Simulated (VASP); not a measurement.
# Ge (I4_1/amd) in VASP: further runs

Runs on Ge. Level: PBE. Tasks: single point, relaxation of cell and atoms.

Everything below comes from runs of VASP 6.6.1. Logs are shortened: lines on timing, memory, paths and dates and some standing lists are left out, and cuts for length are marked.

### 1 The cell of the first run

The structure is tetragonal, space group I4_1/amd (No. 141). Conventional cell: a = 5.149 Å, b = 5.149 Å, c = 2.795 Å, α = 90.00°, β = 90.00°, γ = 90.00°. Ge (site symmetry -4m2) has 10 Ge at 2.67 to 3.32 Å within 3.5 Å.

### 2 Single point, PBE

Input file INCAR:

```
SYSTEM = Ge
PREC = Accurate
ENCUT = 520
EDIFF = 1E-6
ISMEAR = 0
SIGMA = 0.1
LREAL = .False.
LASPH = .True.
NELM = 60
ALGO = Normal
ISIF = 2
LWAVE = .False.
LCHARG = .False.
GGA = PE
NBANDS = 21
```

Input file KPOINTS:

```
regular mesh
0
Gamma
  8 8 8
  0 0 0
```

Input file POSCAR:

```
Ge
1.0
   -2.5744897190      2.5744897190      1.3974126432
    2.5744897190     -2.5744897190      1.3974126432
    2.5744897190      2.5744897190     -1.3974126432
Ge
2
Direct
    0.2500000000      0.7500000000      0.5000000000
    0.5000000000      0.5000000000      0.0000000000
```

Potentials or basis: VASP PAW PBE potentials, release 64 (Ge_d).

Started as:

```sh
$ cat potpaw_PBE.64/Ge_d/POTCAR > POTCAR
$ mpirun -np 1 vasp_std > vasp.out
```

OUTCAR:

```text
SYSTEM = Ge
   PREC = Accurate
   ENCUT = 520
   EDIFF = 1E-6
   ISMEAR = 0
   LREAL = .False.
   LASPH = .True.
   NELM = 60
   ISIF = 2
   GGA = PE

 ion  position               nearest neighbor table
   1  0.250  0.750  0.500-   2 2.67   2 2.67   2 2.67   2 2.67
   2  0.500  0.500  0.000-   1 2.67   1 2.67   1 2.67   1 2.67

  LATTYP: Found a body centered tetragonal cell.
 ALAT       =     5.1489794380
 C/A-ratio  =     0.5427920853

  Lattice vectors:

 A1 = (  -2.5744897190,   2.5744897190,   1.3974126432)
 A2 = (   2.5744897190,  -2.5744897190,   1.3974126432)
 A3 = (   2.5744897190,   2.5744897190,  -1.3974126432)

Analysis of symmetry for initial positions (statically):
=====================================================================
 Subroutine PRICEL returns:
 Original cell was already a primitive cell.

 Routine SETGRP: Setting up the symmetry group for a
 body centered tetragonal supercell.

 Subroutine GETGRP returns: Found 16 space group operations
 (whereof  8 operations were pure point group operations)
 out of a pool of 16 trial point group operations.

The static configuration has the point symmetry D_2d.
 The point group associated with its full space group is D_4h.

Analysis of symmetry for dynamics (positions and initial velocities):
=====================================================================
 Subroutine PRICEL returns:
 Original cell was already a primitive cell.

 Routine SETGRP: Setting up the symmetry group for a
 body centered tetragonal supercell.

 Subroutine GETGRP returns: Found 16 space group operations
 (whereof  8 operations were pure point group operations)
 out of a pool of 16 trial point group operations.

The dynamic configuration has the point symmetry D_2d.
 The point group associated with its full space group is D_4h.

 Subroutine INISYM returns: Found 16 space group operations
 (whereof  8 operations are pure point group operations),
 and found     1 'primitive' translations

----------------------------------------------------------------------------------------

                                     Primitive cell

  volume of cell :      37.0482

  direct lattice vectors                    reciprocal lattice vectors
    -2.574489719  2.574489719  1.397412643     0.000000000  0.194213244  0.357804119
     2.574489719 -2.574489719  1.397412643     0.194213244  0.000000000  0.357804119
     2.574489719  2.574489719 -1.397412643     0.194213244  0.194213244  0.000000000

  length of vectors
     3.899840602  3.899840602  3.899840602     0.407114937  0.407114937  0.274659004

  position of ions in fractional coordinates (direct lattice)
     0.250000000  0.750000000  0.500000000
     0.500000000  0.500000000  0.000000000

  ion indices of the primitive-cell ions
   primitive index   ion index
                 1           1
                 2           2

----------------------------------------------------------------------------------------

 KPOINTS: regular mesh

Automatic generation of k-mesh.
 Grid dimensions read from file:
 generate k-points for:    8    8    8

 Generating k-lattice:

  Cartesian coordinates                     Fractional coordinates (reciprocal lattice)
     0.000000000  0.024276656  0.044725515     0.125000000  0.000000000  0.000000000
     0.024276656  0.000000000  0.044725515     0.000000000  0.125000000  0.000000000
     0.024276656  0.024276656  0.000000000     0.000000000  0.000000000  0.125000000

  Length of vectors
     0.050889367  0.050889367  0.034332375

  Shift w.r.t. Gamma in fractional coordinates (k-lattice)
     0.000000000  0.000000000  0.000000000

 Subroutine IBZKPT returns following result:
 ===========================================

 Found     59 irreducible k-points:

 Following reciprocal coordinates:
            Coordinates               Weight
  0.000000  0.000000  0.000000      1.000000
  0.125000  0.000000 -0.000000      8.000000
  0.250000  0.000000 -0.000000      8.000000
  0.375000  0.000000  0.000000      8.000000
  0.500000  0.000000 -0.000000      4.000000
  0.125000  0.125000 -0.000000      8.000000
[... 16 lines left out ...]
  0.250000  0.125000  0.125000     16.000000
  0.375000  0.125000  0.125000      8.000000
 [... further k-points ...]
   k-points           NKPTS =     59   k-points in BZ     NKDIM =     59   number of bands    NBANDS=     21
   number of dos      NEDOS =    301   number of ions     NIONS =      2
   total plane-waves  NPLWV =  27000
   dimension x,y,z NGX =    30 NGY =   30 NGZ =   30
   dimension x,y,z NGXF=    60 NGYF=   60 NGZF=   60
   ions per type =               2
   NGX,Y,Z   is equivalent  to a cutoff of  12.79, 12.79, 12.79 a.u.
   NGXF,Y,Z  is equivalent  to a cutoff of  25.58, 25.58, 25.58 a.u.
 SYSTEM =  Ge
   PREC   = accura    normal or accurate (medium, high low for compatibility)
   ISTART =      0    job   : 0-new  1-cont  2-samecut
   ICHARG =      2    charge: 1-file 2-atom 10-const
   ISPIN  =      1    spin polarized calculation?
   LNONCOLLINEAR =      F non collinear calculations
   LSORBIT =      F    spin-orbit coupling
   LASPH  =      T    aspherical Exc in radial PAW
   ENCUT  =  520.0 eV  38.22 Ry    6.18 a.u.   7.25  7.25  7.25*2*pi/ulx,y,z
   NELM   =     60;   NELMIN=  2; NELMDL= -5     # of ELM steps
   EDIFF  = 0.1E-05   stopping-criterion for ELM
   LREAL  =      F    real-space projection
[... 7 lines left out ...]
   TEBEG  =    0.0;   TEEND  =   0.0 temperature during run
   PSTRESS=    0.0 pullay stress
   NELECT =      28.0000    total number of electrons
   NUPDOWN=      -1.0000    fix difference up-down
   EMIN   =  10.00;   EMAX   =-10.00  energy-range for DOS
   EFERMI =   0.00;   METHOD = LEGACY
   ISMEAR =     0;   SIGMA  =   0.10  broadening in eV -4-tet -1-fermi 0-gaus
   EFERMI_NEDOS =   21; number of points for ismear=-14 and -15
   IALGO  =     38    algorithm
   IMIX   =      4    mixing-type and parameters
     AMIX     =   0.40;   BMIX     =  1.00
     AMIX_MAG =   1.60;   BMIX_MAG =  1.00
  volume/ion in A,a.u.               =      18.52       125.01
  Fermi-wavevector in a.u.,A,eV,Ry     =   1.491209  2.817976 30.255333  2.223704
  Thomas-Fermi vector in A             =   2.603893
   LORBIT       =      0    0 simple, 1 ext, 2 COOP (PROOUT), +10 PAW based schemes
   GGA     = PE    functional components
   LHFCALC =     F    Hartree Fock is set to
   AEXX    =    0.0000 exact exchange contribution
   IVDW    =     0    specifies the selected vdW correction
   LEPSILON=     F    determine dielectric tensor
   LRPA    =     F    only Hartree local field effects (RPA)
 non-spin polarized calculation
 Gauss-broadening in eV      SIGMA  =   0.10
  energy-cutoff  :      520.00
  volume of cell :       37.05
 maximum number of plane-waves:      1021
 NGX is ok and might be reduce to    30
   NGX = 15   NGY = 15   NGZ = 15

 number of electron      28.0000028 magnetization

 Free energy of the ion-electron system (eV)
  ---------------------------------------------------
  ext. energy  EPLUGINS =         0.00000000
  ---------------------------------------------------
  free energy    TOTEN  =        -8.54165874 eV

  energy without entropy =       -8.53810965  energy(sigma->0) =       -8.53988420

 E-fermi :   6.7583     XC(G=0): -11.3205

 val. band max:        6.7036756469   @ k =  -0.2500   0.2500   0.2500
 cond. band min:       6.8433414172   @ k =   0.3750   0.3750   0.1250
 fundamental gap:      0.1396657703
 Fermi energy:         6.7582726466

 k-point     1 :       0.0000    0.0000    0.0000
  band No.  band energies     occupation
      1     -17.9629      2.00000
      2     -17.9132      2.00000
      3     -17.8874      2.00000
      4     -17.8809      2.00000
      5     -17.7772      2.00000
      6     -17.7772      2.00000
[... 13 lines left out ...]
     20      18.3539      0.00000
     21      19.3398      0.00000

 k-point     2 :       0.1250    0.0000   -0.0000
  band No.  band energies     occupation
      1     -17.9566      2.00000
      2     -17.8933      2.00000
      3     -17.8796      2.00000
      4     -17.8576      2.00000
      5     -17.7916      2.00000
      6     -17.7877      2.00000
[... 13 lines left out ...]
     20      17.6893      0.00000
     21      18.1683      0.00000

 k-point     3 :       0.2500    0.0000   -0.0000
  band No.  band energies     occupation
      1     -17.9397      2.00000
      2     -17.8616      2.00000
      3     -17.8568      2.00000
      4     -17.8296      2.00000
      5     -17.8169      2.00000
      6     -17.7875      2.00000
[... 13 lines left out ...]
     20      15.6401      0.00000
     21      17.5780      0.00000

 k-point     4 :       0.3750    0.0000    0.0000
  band No.  band energies     occupation
      1     -17.9235      2.00000
      2     -17.8584      2.00000
      3     -17.8538      2.00000
      4     -17.8414      2.00000
      5     -17.8216      2.00000
      6     -17.8037      2.00000
[... 13 lines left out ...]
     20      15.9793      0.00000
     21      18.9705      0.00000

 k-point     5 :       0.5000    0.0000   -0.0000
  band No.  band energies     occupation
      1     -17.9155      2.00000
      2     -17.8720      2.00000
      3     -17.8654      2.00000
      4     -17.8364      2.00000
      5     -17.8126      2.00000
      6     -17.8108      2.00000
[... 13 lines left out ...]
     20      18.3889      0.00000
     21      19.2633      0.00000
[... 382 lines left out ...]
     20      18.2203      0.00000
     21      20.2284      0.00000

 k-point    22 :       0.1250    0.1250    0.1250
  band No.  band energies     occupation
      1     -17.9302      2.00000
      2     -17.8662      2.00000
      3     -17.8507      2.00000
      4     -17.8348      2.00000
      5     -17.8172      2.00000
      6     -17.7877      2.00000
[... 13 lines left out ...]
     20      16.1446      0.00000
     21      16.2999      0.00000

 k-point    23 :       0.2500    0.1250    0.1250
  band No.  band energies     occupation
      1     -17.9231      2.00000
      2     -17.8685      2.00000
      3     -17.8516      2.00000
      4     -17.8326      2.00000
      5     -17.8260      2.00000
      6     -17.7887      2.00000
[... 13 lines left out ...]
     20      15.8711      0.00000
     21      17.8697      0.00000

 k-point    24 :       0.3750    0.1250    0.1250
  band No.  band energies     occupation
      1     -17.9199      2.00000
      2     -17.8787      2.00000
      3     -17.8650      2.00000
      4     -17.8336      2.00000
      5     -17.8187      2.00000
      6     -17.7813      2.00000
[... 13 lines left out ...]
     20      16.7958      0.00000
     21      16.9695      0.00000

 [... further k-points ...]

------------------------ aborting loop because EDIFF is reached ----------------------------------------

  FORCE on cell =-STRESS in cart. coord.  units (eV):
  Direction    XX          YY          ZZ          XY          YZ          ZX
  --------------------------------------------------------------------------------------
  -------------------------------------------------------------------------------------
  Total        0.3098090      0.3098090      1.4219120      0.0000000      0.0000000      0.0000000
  in kB       13.3979274     13.3979274     61.4916739      0.0000000      0.0000000      0.0000000
  external PRESSURE =      29.4291763 kB  Pullay stress =       0.0000000 kB

 VOLUME and BASIS-vectors are now :
 -----------------------------------------------------------------------------
  energy-cutoff  :      520.00
  volume of cell :       37.05
      direct lattice vectors                 reciprocal lattice vectors
    -2.574489719  2.574489719  1.397412643     0.000000000  0.194213244  0.357804119
     2.574489719 -2.574489719  1.397412643     0.194213244  0.000000000  0.357804119
     2.574489719  2.574489719 -1.397412643     0.194213244  0.194213244  0.000000000

 POSITION                                       TOTAL-FORCE (eV/Angst)
 -----------------------------------------------------------------------------------
      2.57449      0.00000      0.69871        -0.000000      0.000000     -0.000000
      0.00000      0.00000      1.39741         0.000000     -0.000000      0.000000
 -----------------------------------------------------------------------------------
    total drift:                                0.000000     -0.000000      0.000000

  FREE ENERGIE OF THE ION-ELECTRON SYSTEM (eV)
  ---------------------------------------------------
  free  energy   TOTEN  =        -8.5416587423 eV

  energy  without entropy=       -8.5381096497  energy(sigma->0) =       -8.53988420
```

Run time: 34 s. Hardware: 1 thread of Intel Xeon Platinum 8259CL at 2.50GHz (Skylake/Cascade Lake), shared host; peak memory 0.18 GiB.

Results:

- Free energy: -8.5417 eV
- Pressure: 2.9 GPa
- Band gap on the k mesh: zero (bands 14 and 15 overlap by 4.51 eV)

Stress tensor (GPa, compression positive):
```
1.34 0.00 0.00
0.00 1.34 0.00
0.00 0.00 6.15
```

[end of part 1 of 2]

The gap in the log of VASP goes by the Fermi energy; the results here count the filled bands.